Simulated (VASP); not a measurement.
# Ga4AsP3 (an interface model) in VASP: notebook

The runs below take Ga4AsP3 (an interface model) through single point, with PBEsol.

Program: VASP 6.6.1. These are calculated values, not measurements. Logs are shortened: lines on timing, memory, paths and dates and some standing lists are left out, and cuts for length are marked.

### Step 1. The cell of the first run

The cell holds layers of an interface, 8 atoms: a = 4.002 Å, b = 5.660 Å, c = 7.593 Å, α = 90.00°, β = 90.00°, γ = 90.00°.

### Step 2. Single point, PBEsol, collinear spin

The input, INCAR:

```
PREC = Accurate
ENCUT = 400
EDIFF = 1E-6
ISMEAR = -1
SIGMA = 0.05
LREAL = False
LASPH = True
NELM = 200
ALGO = Normal
ISIF = 2
LWAVE = False
LCHARG = True
ISPIN = 2
MAGMOM = 1 1 1 1 1 1 1 1
LORBIT = 11
GGA = PS
LELF = True
LVHAR = True
NBANDS = 50
GGA_COMPAT = False
```

The input, KPOINTS:

```
Automatic mesh
0
Gamma
  4 3 2
```

The input, POSCAR:

```
Ga4AsP3
1.0
    2.8300000000     -2.8300000000      0.0000000000
    0.0000000000      0.0000000000      5.6600000000
   -5.3692650000     -5.3692650000      0.0000000000
Ga P As
4 3 1
Direct
    0.0220300000      0.9998090000      0.0022870000
    0.9928130000      0.0136050000      0.5059220000
    0.4832280000      0.5074420000      0.7643460000
    0.5077550000      0.5024450000      0.2647450000
    0.9920750000      0.2610850000      0.7590340000
    0.0099820000      0.2390340000      0.2624810000
    0.4850650000      0.7318810000      0.5084970000
    0.4845020000      0.7438210000      0.9988730000
```

Potentials or basis: VASP PAW PBE potentials, release 64 (Ga_d, P, As).

Started as:

```console
$ cat potpaw_PBE.64/Ga_d/POTCAR potpaw_PBE.64/P/POTCAR potpaw_PBE.64/As/POTCAR > POTCAR
$ mpirun -np 1 vasp_std > vasp.out
```

OUTCAR:

```text
PREC = Accurate
   ENCUT = 400
   EDIFF = 1E-6
   ISMEAR = -1
   LREAL = False
   LASPH = True
   NELM = 200
   ISIF = 2
   ISPIN = 2
   LORBIT = 11
   GGA = PS

 ion  position               nearest neighbor table
   1  0.022  1.000  0.002-   8 2.35   5 2.37   6 2.40   8 2.59
   2  0.993  0.014  0.506-   6 2.25   5 2.38   7 2.53   7 2.58
   3  0.483  0.507  0.764-   8 2.23   7 2.32   5 2.41   5 2.47
   4  0.508  0.502  0.265-   7 2.26   8 2.44   6 2.49   6 2.50
   5  0.992  0.261  0.759-   1 2.37   2 2.38   3 2.41   3 2.47
   6  0.010  0.239  0.262-   2 2.25   1 2.40   4 2.49   4 2.50
   7  0.485  0.732  0.508-   4 2.26   3 2.32   2 2.53   2 2.58
   8  0.485  0.744  0.999-   3 2.23   1 2.35   4 2.44   1 2.59

  LATTYP: Found a simple orthorhombic cell.
 ALAT       =     4.0022243815
 B/A-ratio  =     1.4142135624
 C/A-ratio  =     1.8972667845

  Lattice vectors:

 A1 = (   2.8300000000,  -2.8300000000,   0.0000000000)
 A2 = (   0.0000000000,   0.0000000000,   5.6600000000)
 A3 = (  -5.3692650000,  -5.3692650000,   0.0000000000)

Analysis of symmetry for initial positions (statically):
=====================================================================
 Subroutine PRICEL returns:
 Original cell was already a primitive cell.

 Routine SETGRP: Setting up the symmetry group for a
 simple orthorhombic supercell.

 Subroutine GETGRP returns: Found  1 space group operations
 (whereof  1 operations were pure point group operations)
 out of a pool of  8 trial point group operations.

The static configuration has the point symmetry C_1 .

Analysis of symmetry for dynamics (positions and initial velocities):
=====================================================================
 Subroutine PRICEL returns:
 Original cell was already a primitive cell.

 Routine SETGRP: Setting up the symmetry group for a
 simple orthorhombic supercell.

 Subroutine GETGRP returns: Found  1 space group operations
 (whereof  1 operations were pure point group operations)
 out of a pool of  8 trial point group operations.

The dynamic configuration has the point symmetry C_1 .

Analysis of structural, dynamic, and magnetic symmetry:
=====================================================================
 Subroutine PRICEL returns:
 Original cell was already a primitive cell.

 Routine SETGRP: Setting up the symmetry group for a
 simple orthorhombic supercell.

 Subroutine GETGRP returns: Found  1 space group operations
 (whereof  1 operations were pure point group operations)
 out of a pool of  8 trial point group operations.

The overall configuration has the point symmetry C_1 .

 Subroutine INISYM returns: Found  1 space group operations
 (whereof  1 operations are pure point group operations),
 and found     1 'primitive' translations

----------------------------------------------------------------------------------------

                                     Primitive cell

  volume of cell :     172.0076

  direct lattice vectors                    reciprocal lattice vectors
     2.830000000 -2.830000000  0.000000000     0.176678445 -0.176678445  0.000000000
     0.000000000  0.000000000  5.660000000     0.000000000  0.000000000  0.176678445
    -5.369265000 -5.369265000  0.000000000    -0.093122615 -0.093122615  0.000000000

  length of vectors
     4.002224382  5.660000000  7.593287383     0.249861053  0.176678445  0.131695266

  position of ions in fractional coordinates (direct lattice)
     0.022030000  0.999809000  0.002287000
     0.992813000  0.013605000  0.505922000
     0.483228000  0.507442000  0.764346000
     0.507755000  0.502445000  0.264745000
     0.992075000  0.261085000  0.759034000
     0.009982000  0.239034000  0.262481000
     0.485065000  0.731881000  0.508497000
     0.484502000  0.743821000  0.998873000

  ion indices of the primitive-cell ions
   primitive index   ion index
                 1           1
                 2           2
                 3           3
                 4           4
                 5           5
                 6           6
                 7           7
                 8           8

----------------------------------------------------------------------------------------

 KPOINTS: Automatic mesh

Automatic generation of k-mesh.
 Grid dimensions read from file:
 generate k-points for:    4    3    2

 Generating k-lattice:

  Cartesian coordinates                     Fractional coordinates (reciprocal lattice)
     0.044169611 -0.044169611  0.000000000     0.250000000  0.000000000  0.000000000
     0.000000000  0.000000000  0.058892815     0.000000000  0.333333333  0.000000000
    -0.046561308 -0.046561308  0.000000000     0.000000000  0.000000000  0.500000000

  Length of vectors
     0.062465263  0.058892815  0.065847633

  Shift w.r.t. Gamma in fractional coordinates (k-lattice)
     0.000000000  0.000000000  0.000000000

 Subroutine IBZKPT returns following result:
 ===========================================

 Found     14 irreducible k-points:

 Following reciprocal coordinates:
            Coordinates               Weight
  0.000000  0.000000  0.000000      1.000000
  0.250000  0.000000  0.000000      2.000000
  0.500000  0.000000  0.000000      1.000000
  0.000000  0.333333  0.000000      2.000000
  0.250000  0.333333  0.000000      2.000000
  0.250000 -0.333333  0.000000      2.000000
  0.500000  0.333333  0.000000      2.000000
  0.000000  0.000000  0.500000      1.000000
  0.250000  0.000000  0.500000      2.000000
  0.500000  0.000000  0.500000      1.000000
  0.000000  0.333333  0.500000      2.000000
  0.250000  0.333333  0.500000      2.000000
  0.250000 -0.333333  0.500000      2.000000
  0.500000  0.333333  0.500000      2.000000
   k-points           NKPTS =     14   k-points in BZ     NKDIM =     14   number of bands    NBANDS=     50
   number of dos      NEDOS =    301   number of ions     NIONS =      8
   total plane-waves  NPLWV =  56000
   dimension x,y,z NGX =    28 NGY =   40 NGZ =   50
   dimension x,y,z NGXF=    56 NGYF=   80 NGZF=  100
   ions per type =               4   3   1
   NGX,Y,Z   is equivalent  to a cutoff of  11.63, 11.75, 10.95 a.u.
   NGXF,Y,Z  is equivalent  to a cutoff of  23.26, 23.50, 21.89 a.u.
 SYSTEM =  unknown system
   PREC   = accura    normal or accurate (medium, high low for compatibility)
   ISTART =      0    job   : 0-new  1-cont  2-samecut
   ICHARG =      2    charge: 1-file 2-atom 10-const
   ISPIN  =      2    spin polarized calculation?
   LNONCOLLINEAR =      F non collinear calculations
   LSORBIT =      F    spin-orbit coupling
   LASPH  =      T    aspherical Exc in radial PAW
   ENCUT  =  400.0 eV  29.40 Ry    5.42 a.u.   6.53  9.23 12.38*2*pi/ulx,y,z
   NELM   =    200;   NELMIN=  2; NELMDL= -5     # of ELM steps
   EDIFF  = 0.1E-05   stopping-criterion for ELM
   LREAL  =      F    real-space projection
   EDIFFG = 0.1E-04   stopping-criterion for IOM
   NSW    =      0    number of steps for IOM
   IBRION =     -1    ionic relax: 0-MD 1-quasi-New 2-CG
   NFREE  =      0    steps in history (QN), initial steepest desc. (CG)
   ISIF   =      2    stress and relaxation
   ISYM   =      2    0-nonsym 1-usesym 2-fastsym
   POTIM  = 0.5000    time-step for ionic-motion
   TEBEG  =    0.0;   TEEND  =   0.0 temperature during run
   PSTRESS=    0.0 pullay stress
   NELECT =      72.0000    total number of electrons
   NUPDOWN=      -1.0000    fix difference up-down
   EMIN   =  10.00;   EMAX   =-10.00  energy-range for DOS
   EFERMI =   0.00;   METHOD = LEGACY
   ISMEAR =    -1;   SIGMA  =   0.05  broadening in eV -4-tet -1-fermi 0-gaus
   EFERMI_NEDOS =   21; number of points for ismear=-14 and -15
   IALGO  =     38    algorithm
   IMIX   =      4    mixing-type and parameters
     AMIX     =   0.40;   BMIX     =  1.00
     AMIX_MAG =   1.60;   BMIX_MAG =  1.00
  volume/ion in A,a.u.               =      21.50       145.10
  Fermi-wavevector in a.u.,A,eV,Ry     =   1.224625  2.314206 20.404742  1.499706
  Thomas-Fermi vector in A             =   2.359693
   LORBIT       =     11    0 simple, 1 ext, 2 COOP (PROOUT), +10 PAW based schemes
   GGA     = PS    functional components
   LHFCALC =     F    Hartree Fock is set to
   AEXX    =    0.0000 exact exchange contribution
   IVDW    =     0    specifies the selected vdW correction
   LEPSILON=     F    determine dielectric tensor
   LRPA    =     F    only Hartree local field effects (RPA)
 spin polarized calculation
  energy-cutoff  :      400.00
  volume of cell :      172.01
 maximum number of plane-waves:      3155
 NGX is ok and might be reduce to    28
   NGX = 13   NGY = 19   NGZ = 25

 number of electron      72.0000010 magnetization       0.0001060

 number of electron      72.0000010 magnetization      -0.0001996

 Free energy of the ion-electron system (eV)
  ---------------------------------------------------
  ext. energy  EPLUGINS =         0.00000000
  ---------------------------------------------------
  free energy    TOTEN  =       -37.80704106 eV

  energy without entropy =      -37.80703305  energy(sigma->0) =      -37.80703705

 E-fermi :   4.6940     XC(G=0):  -9.8014

 val. band max:        4.2256273006   @ k =   0.0000   0.0000   0.0000
 cond. band min:       5.1589918229   @ k =   0.0000   0.0000   0.0000
 fundamental gap:      0.9333645222
 Fermi energy:         4.6939961357

 spin component 1

 k-point     1 :       0.0000    0.0000    0.0000
  band No.  band energies     occupation
      1     -10.7640      1.00000
      2     -10.6648      1.00000
      3     -10.6285      1.00000
      4     -10.5998      1.00000
      5     -10.5832      1.00000
      6     -10.5758      1.00000
[... 40 lines left out ...]
     47       9.5449      0.00000
     48       9.6144      0.00000
[... 661 lines left out ...]
     47      10.2045      0.00000
     48      10.2820      0.00000
 Fermi energy:         4.6939961357

 spin component 2

 k-point     1 :       0.0000    0.0000    0.0000
  band No.  band energies     occupation
      1     -10.7640      1.00000
      2     -10.6648      1.00000
      3     -10.6285      1.00000
      4     -10.5998      1.00000
      5     -10.5832      1.00000
      6     -10.5758      1.00000
[... 40 lines left out ...]
     47       9.5449      0.00000
     48       9.6144      0.00000
[... 661 lines left out ...]
     47      10.2044      0.00000
     48      10.2819      0.00000
 [bands above 48 left out]

------------------------ aborting loop because EDIFF is reached ----------------------------------------

  FORCE on cell =-STRESS in cart. coord.  units (eV):
  Direction    XX          YY          ZZ          XY          YZ          ZX
  --------------------------------------------------------------------------------------
  -------------------------------------------------------------------------------------
  Total       -0.1184828     -0.2830028     -3.4635906      6.1604765     -0.4249612     -1.4612312
  in kB       -1.1036169     -2.6360498    -32.2618624     57.3821987     -3.9583318    -13.6107429
  external PRESSURE =     -12.0005097 kB  Pullay stress =       0.0000000 kB

 VOLUME and BASIS-vectors are now :
 -----------------------------------------------------------------------------
  energy-cutoff  :      400.00
  volume of cell :      172.01
      direct lattice vectors                 reciprocal lattice vectors
     2.830000000 -2.830000000  0.000000000     0.176678445 -0.176678445  0.000000000
     0.000000000  0.000000000  5.660000000     0.000000000  0.000000000  0.176678445
    -5.369265000 -5.369265000  0.000000000    -0.093122615 -0.093122615  0.000000000

 POSITION                                       TOTAL-FORCE (eV/Angst)
 -----------------------------------------------------------------------------------
      0.05007     -0.07462      5.65892        -0.935784      0.691785      0.557367
      0.09323     -5.52609      0.07700        -0.628819     -0.464681     -1.402376
     -2.73644     -5.47151      2.87212         1.356620      1.130623     -1.736682
      0.01546     -2.85843      2.84384         0.249772      0.294893     -1.123692
     -1.26788     -6.88303      1.47774        -0.111579      0.095821     -0.124521
     -1.38108     -1.43758      1.35293         0.648201      0.796873      0.992209
     -1.35752     -4.10299      4.14245        -0.121213     -0.409321      1.700027
     -3.99207     -6.73435      4.21003        -0.457199     -2.135993      1.137667
 -----------------------------------------------------------------------------------
    total drift:                               -0.001279      0.000261      0.000179

  FREE ENERGIE OF THE ION-ELECTRON SYSTEM (eV)
  ---------------------------------------------------
  free  energy   TOTEN  =       -37.8070410612 eV

  energy  without entropy=      -37.8070330460  energy(sigma->0) =      -37.80703705

 total charge

# of ion       s       p       d       tot
------------------------------------------
    1        0.871   0.809  10.000  11.680
    2        0.867   0.782  10.000  11.649
    3        0.874   0.883  10.020  11.777
    4        0.867   0.799  10.001  11.667
    5        1.019   1.480   0.000   2.499
    6        1.020   1.485   0.000   2.505
    7        1.020   1.484   0.000   2.503
    8        1.203   1.660   0.037   2.900
--------------------------------------------------
tot          7.741   9.382  40.057  57.180

 magnetization (x)

# of ion       s       p       d       tot
------------------------------------------
    1       -0.000  -0.000   0.000  -0.000
    2       -0.000  -0.000   0.000  -0.000
    3       -0.000  -0.000   0.000   0.000
    4       -0.000  -0.000   0.000  -0.000
    5       -0.000   0.000   0.000   0.000
    6       -0.000   0.000   0.000   0.000
    7       -0.000   0.000   0.000   0.000
    8       -0.000   0.000  -0.000   0.000
--------------------------------------------------
tot         -0.000   0.000   0.000   0.000
```

Run time: 3.7 min. Hardware: 1 thread of Intel Xeon Platinum 8175M at 2.50GHz (Skylake/Cascade Lake), shared host; peak memory 0.33 GiB.

Results:

| Quantity | Value |
| --- | --- |
| Free energy | -37.8070 eV |
| Pressure | -1.2 GPa |
| Largest force | 2.477 eV/Å |
| Band gap on the k mesh | 0.93 eV |
| Net moment | 0.00 μB per cell |
| Valence electrons inside the program's atomic spheres | Ga 11.68, 11.65, 11.78, 11.67; P 2.50; As 2.90 |

Forces on the atoms (eV/Å):
```
Ga  -0.936  0.692  0.557
Ga  -0.629 -0.465 -1.402
Ga   1.357  1.131 -1.737
Ga   0.250  0.295 -1.124
P   -0.112  0.096 -0.125
P    0.648  0.797  0.992
P   -0.121 -0.409  1.700
As  -0.457 -2.136  1.138
```

Stress tensor (GPa, compression positive):
```
-0.11  5.74 -1.36
 5.74 -0.26 -0.40
-1.36 -0.40 -3.23
```

Levels at points of the mesh, in eV from the valence-band top:
Spin up:
```tsv
k point	band 34	band 35	band 36	band 37	band 38	band 39
(0.00, 0.00, 0.00)	-0.34	-0.19	0.00	0.93	1.38	1.77
(0.50, 0.00, 0.00)	-2.66	-1.33	-1.14	1.22	1.26	1.37
(0.00, 0.00, 0.50)	-1.39	-0.28	-0.15	1.72	1.94	2.11
(0.50, 0.00, 0.50)	-2.74	-2.64	-2.60	2.23	2.48	2.65
```
Spin down:
```tsv
k point	band 33	band 34	band 35	band 36	band 37	band 38	band 39	band 40
(0.00, 0.00, 0.00)	-1.02	-0.34	-0.19	0.00	0.93	1.38	1.77	2.62
(0.50, 0.00, 0.00)	-2.81	-2.66	-1.33	-1.14	1.22	1.26	1.37	1.64
(0.00, 0.00, 0.50)	-1.49	-1.39	-0.28	-0.15	1.72	1.94	2.11	2.22
(0.50, 0.00, 0.50)	-2.88	-2.74	-2.64	-2.60	2.23	2.48	2.65	2.75
```

Caveat: the PAW data sets were made with another functional, which shifts forces and pressure a little.

[end of part 1 of 3]
